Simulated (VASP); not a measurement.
# N2 in VASP: notebook

Runs on N2. Level: PBE. Tasks: single point, relaxation of the atoms.

Everything below comes from runs of VASP 6.6.1. Logs are shortened: lines on timing, memory, paths and dates and some standing lists are left out, and cuts for length are marked.

## 1. The cell of the first run

The cell holds a molecule in a box, 2 atoms: a = 9.000 Å, b = 9.500 Å, c = 10.000 Å, α = 90.00°, β = 90.00°, γ = 90.00°.

## 2. Single point, PBE

INCAR

```
PREC = Accurate
ENCUT = 520
EDIFF = 1E-6
ISMEAR = 1
SIGMA = 0.02
LREAL = F
LASPH = T
NELM = 60
ALGO = Normal
ISIF = 2
LWAVE = F
LCHARG = F
GGA = PE
NBANDS = 12
```

KPOINTS

```
regular mesh
0
Gamma
  1 1 1
```

POSCAR

```
N
1.0
    9.0000000000      0.0000000000      0.0000000000
    0.0000000000      9.5000000000      0.0000000000
    0.0000000000      0.0000000000     10.0000000000
N
2
Direct
    0.5000000000      0.5000000000      0.4448926035
    0.5000000000      0.5000000000      0.5551073965
```

Potentials or basis: VASP PAW PBE potentials, release 64 (N).

Launch:

```sh
> cat potpaw_PBE.64/N/POTCAR > POTCAR
> mpirun -np 1 vasp_gam > vasp.out
```

OUTCAR:

```text
PREC = Accurate
   ENCUT = 520
   EDIFF = 1E-6
   ISMEAR = 1
   LREAL = F
   LASPH = T
   NELM = 60
   ISIF = 2
   GGA = PE

 ion  position               nearest neighbor table
   1  0.500  0.500  0.445-   2 1.10
   2  0.500  0.500  0.555-   1 1.10

  LATTYP: Found a simple orthorhombic cell.
 ALAT       =     9.0000000000
 B/A-ratio  =     1.0555555556
 C/A-ratio  =     1.1111111111

  Lattice vectors:

 A1 = (   9.0000000000,   0.0000000000,   0.0000000000)
 A2 = (   0.0000000000,   9.5000000000,   0.0000000000)
 A3 = (   0.0000000000,   0.0000000000,  10.0000000000)

Analysis of symmetry for initial positions (statically):
=====================================================================
 Subroutine PRICEL returns:
 Original cell was already a primitive cell.

 Routine SETGRP: Setting up the symmetry group for a
 simple orthorhombic supercell.

 Subroutine GETGRP returns: Found  8 space group operations
 (whereof  8 operations were pure point group operations)
 out of a pool of  8 trial point group operations.

The static configuration has the point symmetry D_2h.

Analysis of symmetry for dynamics (positions and initial velocities):
=====================================================================
 Subroutine PRICEL returns:
 Original cell was already a primitive cell.

 Routine SETGRP: Setting up the symmetry group for a
 simple orthorhombic supercell.

 Subroutine GETGRP returns: Found  8 space group operations
 (whereof  8 operations were pure point group operations)
 out of a pool of  8 trial point group operations.

The dynamic configuration has the point symmetry D_2h.

 Subroutine INISYM returns: Found  8 space group operations
 (whereof  8 operations are pure point group operations),
 and found     1 'primitive' translations

----------------------------------------------------------------------------------------

                                     Primitive cell

  volume of cell :     855.0000

  direct lattice vectors                    reciprocal lattice vectors
     9.000000000  0.000000000  0.000000000     0.111111111  0.000000000  0.000000000
     0.000000000  9.500000000  0.000000000     0.000000000  0.105263158  0.000000000
     0.000000000  0.000000000 10.000000000     0.000000000  0.000000000  0.100000000

  length of vectors
[... 56 lines left out ...]
   ENCUT  =  520.0 eV  38.22 Ry    6.18 a.u.  16.73 17.66 18.59*2*pi/ulx,y,z
   NELM   =     60;   NELMIN=  2; NELMDL= -5     # of ELM steps
   EDIFF  = 0.1E-05   stopping-criterion for ELM
   LREAL  =      F    real-space projection
   EDIFFG = 0.1E-04   stopping-criterion for IOM
   NSW    =      0    number of steps for IOM
   IBRION =     -1    ionic relax: 0-MD 1-quasi-New 2-CG
   NFREE  =      0    steps in history (QN), initial steepest desc. (CG)
   ISIF   =      2    stress and relaxation
   ISYM   =      2    0-nonsym 1-usesym 2-fastsym
   POTIM  = 0.5000    time-step for ionic-motion
   TEBEG  =    0.0;   TEEND  =   0.0 temperature during run
   PSTRESS=    0.0 pullay stress
   NELECT =      10.0000    total number of electrons
   NUPDOWN=      -1.0000    fix difference up-down
   EMIN   =  10.00;   EMAX   =-10.00  energy-range for DOS
   EFERMI =   0.00;   METHOD = LEGACY
   ISMEAR =     1;   SIGMA  =   0.02  broadening in eV -4-tet -1-fermi 0-gaus
   EFERMI_NEDOS =   21; number of points for ismear=-14 and -15
   IALGO  =     38    algorithm
   IMIX   =      4    mixing-type and parameters
     AMIX     =   0.40;   BMIX     =  1.00
     AMIX_MAG =   1.60;   BMIX_MAG =  1.00
  volume/ion in A,a.u.               =     427.50      2884.91
  Fermi-wavevector in a.u.,A,eV,Ry     =   0.371609  0.702239  1.878872  0.138093
  Thomas-Fermi vector in A             =   1.299861
   LORBIT       =      0    0 simple, 1 ext, 2 COOP (PROOUT), +10 PAW based schemes
   GGA     = PE    functional components
   LHFCALC =     F    Hartree Fock is set to
   AEXX    =    0.0000 exact exchange contribution
   IVDW    =     0    specifies the selected vdW correction
   LEPSILON=     F    determine dielectric tensor
   LRPA    =     F    only Hartree local field effects (RPA)
 non-spin polarized calculation
 Methfessel and Paxton  Order N= 1 SIGMA  =   0.02
  energy-cutoff  :      520.00
  volume of cell :      855.00
 maximum number of plane-waves:     11510
 NGX is ok and might be reduce to    70
   NGX = 33   NGY = 35   NGZ = 37

 number of electron      10.0000000 magnetization

 Free energy of the ion-electron system (eV)
  ---------------------------------------------------
  ext. energy  EPLUGINS =         0.00000000
  ---------------------------------------------------
  free energy    TOTEN  =       -16.64119002 eV

  energy without entropy =      -16.64234960  energy(sigma->0) =      -16.64157655

 E-fermi : -10.0248     XC(G=0):  -0.6933

 val. band max:      -10.0416596771   @ k =   0.0000   0.0000   0.0000
 cond. band min:      -1.8419840006   @ k =   0.0000   0.0000   0.0000
 fundamental gap:      8.1996756765
 Fermi energy:       -10.0248220328

 k-point     1 :       0.0000    0.0000    0.0000
  band No.  band energies     occupation
      1     -28.1965      2.00000
      2     -13.3081      2.00000
      3     -11.4640      2.00000
      4     -11.4640      2.00000
      5     -10.0417      2.00000
      6      -1.8420      0.00000
      7      -1.8415      0.00000
      8      -0.2013      0.00000
      9       1.1854      0.00000
     10       1.2588      0.00000
     11       1.2843      0.00000
     12       1.5336      0.00000

------------------------ aborting loop because EDIFF is reached ----------------------------------------

  FORCE on cell =-STRESS in cart. coord.  units (eV):
  Direction    XX          YY          ZZ          XY          YZ          ZX
  --------------------------------------------------------------------------------------
  -------------------------------------------------------------------------------------
  Total       -0.0568516     -0.0551221      1.8309102      0.0000000      0.0000000      0.0000000
  in kB       -0.1065338     -0.1032929      3.4309273      0.0000000      0.0000000      0.0000000
  external PRESSURE =       1.0737002 kB  Pullay stress =       0.0000000 kB

 VOLUME and BASIS-vectors are now :
 -----------------------------------------------------------------------------
  energy-cutoff  :      520.00
  volume of cell :      855.00
      direct lattice vectors                 reciprocal lattice vectors
     9.000000000  0.000000000  0.000000000     0.111111111  0.000000000  0.000000000
     0.000000000  9.500000000  0.000000000     0.000000000  0.105263158  0.000000000
     0.000000000  0.000000000 10.000000000     0.000000000  0.000000000  0.100000000

 POSITION                                       TOTAL-FORCE (eV/Angst)
 -----------------------------------------------------------------------------------
      4.50000      4.75000      4.44893         0.000000      0.000000     -1.740862
      4.50000      4.75000      5.55107         0.000000      0.000000      1.740862
 -----------------------------------------------------------------------------------
    total drift:                                0.000000      0.000000      0.000000

  FREE ENERGIE OF THE ION-ELECTRON SYSTEM (eV)
  ---------------------------------------------------
  free  energy   TOTEN  =       -16.6411900206 eV

  energy  without entropy=      -16.6423496017  energy(sigma->0) =      -16.64157655
```

stdout:

```text
POSCAR found type information on POSCAR N
 POSCAR found :  1 types and       2 ions
 scaLAPACK will be used
 LDA part: xc-table for (Slater+PW92), standard interpolation
 POSCAR, INCAR and KPOINTS ok, starting setup
 FFT: planning ... GRIDC
 FFT: planning ... GRID_SOFT
 FFT: planning ... GRID
 WAVECAR not read
 entering main loop
```

Wall time 45 s (1 thread of Intel Xeon Platinum 8259CL at 2.50GHz (Skylake/Cascade Lake), shared host); peak memory 0.73 GiB.

Results:

- Free energy: -16.6412 eV
- Largest force: 1.741 eV/Å
- Gap between the frontier levels: 8.20 eV

Forces in eV/Å, atoms in the order of the input:
```
N    0.000  0.000 -1.741
N    0.000  0.000  1.741
```

Caveat: the standard files for N, O and F lose accuracy on very short bonds.

## 3. Relaxation of the atoms, PBE

INCAR

```
SYSTEM = N
PREC = Accurate ; ENCUT = 520
EDIFF = 1E-7 ; ISMEAR = 1
SIGMA = 0.02 ; LREAL = .False.
LASPH = .True. ; NELM = 100
ALGO = Normal ; ISIF = 2
LWAVE = .False. ; LCHARG = .False.
GGA = PE ; IBRION = 2
NSW = 50 ; EDIFFG = -0.02
```

KPOINTS

```
regular mesh
0
Gamma
  1 1 1
  0 0 0
```

POSCAR

```
N
1.0
    9.0000000000      0.0000000000      0.0000000000
    0.0000000000      9.5000000000      0.0000000000
    0.0000000000      0.0000000000     10.0000000000
N
2
Direct
    0.5000000000      0.5000000000      0.4445000000
    0.5000000000      0.5000000000      0.5555000000
```

Potentials or basis: VASP PAW PBE potentials, release 64 (N).

Launch:

```sh
> cat potpaw_PBE.64/N/POTCAR > POTCAR
> mpirun -np 1 vasp_gam > vasp.out
```

It took 2.2 min on 1 thread of Intel Xeon Platinum 8259CL at 2.50GHz (Skylake/Cascade Lake), shared host; peak memory 0.78 GiB.

Results (log left out):

- Free energy: -16.6507 eV
- Energy gained by relaxing: 0.4 meV/atom
- Ionic steps: 3
- Largest force after relaxing: 0.003 eV/Å
- Gap between the frontier levels: 8.07 eV

Forces in eV/Å, atoms in the order of the input:
```
N    0.000  0.000  0.003
N    0.000  0.000 -0.003
```

Step by step:
```tsv
step	energy change (eV)	largest force (eV/Å)	pressure (GPa)
1	0.0000	0.4880	0.02
2	0.1293	5.5979	-0.41
3	-0.0008	0.0030	-0.01
```

Final structure:
```
N
1.0
     9.00000    0.00000    0.00000
     0.00000    9.50000    0.00000
     0.00000    0.00000   10.00000
N
2
Direct
  0.50000 0.50000 0.44434
  0.50000 0.50000 0.55566
```

Levels at points of the mesh, in eV from the valence-band top:
| k point | band 2 | band 3 | band 4 | band 5 | band 6 | band 7 | band 8 | band 9 |
| --- | --- | --- | --- | --- | --- | --- | --- | --- |
| (0.00, 0.00, 0.00) | -3.35 | -1.34 | -1.34 | 0.00 | 8.07 | 8.07 | 9.83 | 11.22 |

Caveat: the standard files for N, O and F lose accuracy on very short bonds.
